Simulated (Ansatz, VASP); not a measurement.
**One calculation of Si, two programs**

Contents of INCAR:

```
ALGO = Normal
EDIFF = 1E-7
ENCUT = 520
GGA = CA
ISIF = 2
ISMEAR = -1
LASPH = True
LCHARG = False
LREAL = False
LWAVE = False
NBANDS = 11
NELM = 80
PREC = Accurate
SIGMA = 0.05
```

KPOINTS

```
k-points
0
Gamma
  16 16 16
```

Contents of POSCAR:

```
Si
1.0
   -2.3056525000      2.3831400000      1.2732375000
    2.2674025000     -2.4213900000      1.2767625000
    2.2345975000      2.3538600000     -1.3442925000
Si
2
Direct
    0.8070000000      0.5570000000      0.2500000000
    0.1930000000      0.4430000000      0.7500000000
```

Input for Ansatz:

```yaml
crystal:
  lattice:
    - [-2.3056525, 2.38314, 1.2732375]
    - [2.2674025, -2.42139, 1.2767625]
    - [2.2345975, 2.35386, -1.3442925]
  atoms:
    - { symbol: Si, position: [0.807, 0.557, 0.25] }
    - { symbol: Si, position: [0.193, 0.443, 0.75] }
kpoints:
  mp_grid: { grid: [16, 16, 16] }
  band_path:
    path:
      - [0.0, 0.0, 0.0]
      - [-0.5, 0.5, 0.0]
      - [0.0, 0.0, -0.5]
      - [0.0, 0.0, 0.0]
      - [0.0, -0.5, 0.5]
      - [-0.5, 0.0, 0.0]
      - [0.0, 0.0, 0.0]
      - [0.0, -0.5, 0.0]
      - [-0.5, 0.0, 0.5]
    npoints: 5
scf:
  occupations: { method: fermi_dirac, width: 0.05 }
hamiltonian:
  xc: lda
  pseudopotentials: { kind: all_electron, lapw: { basis_error: 0.0005 } }
output:
  forces: true
  stress: true
  eigenvalues: true
```

Change from the starting cell: equal xy, yz and zx shear strains of -3 %.

Alike in both runs: task single point; functional LDA; k mesh 16 × 16 × 16; occupations fermi-dirac, width 0.05 eV; no spin polarisation.

|  | VASP | Ansatz |
| --- | --- | --- |
| version | VASP 6.6.1 | Ansatz 0.2.0 |
| potentials or method | VASP PAW LDA potentials, release 64 (Si), cutoff 520 eV | all-electron LAPW, scalar-relativistic |

```csv
,VASP,Ansatz,Ansatz less VASP
pressure (GPa),11.0,10.8,-0.16
"traceless stress, the component that is largest in VASP (GPa)",2.65,2.66,+0.010
rms of the force components (eV/Å),0.059,0.059,-0.0008
```

LDA's correlation is that of Perdew and Zunger in VASP and of Perdew and Wang (1992) in Ansatz. Atom by atom the forces differ by 0.001 eV/Å (rms over components). Ansatz ran all-electron here, and VASP with PAW potentials.
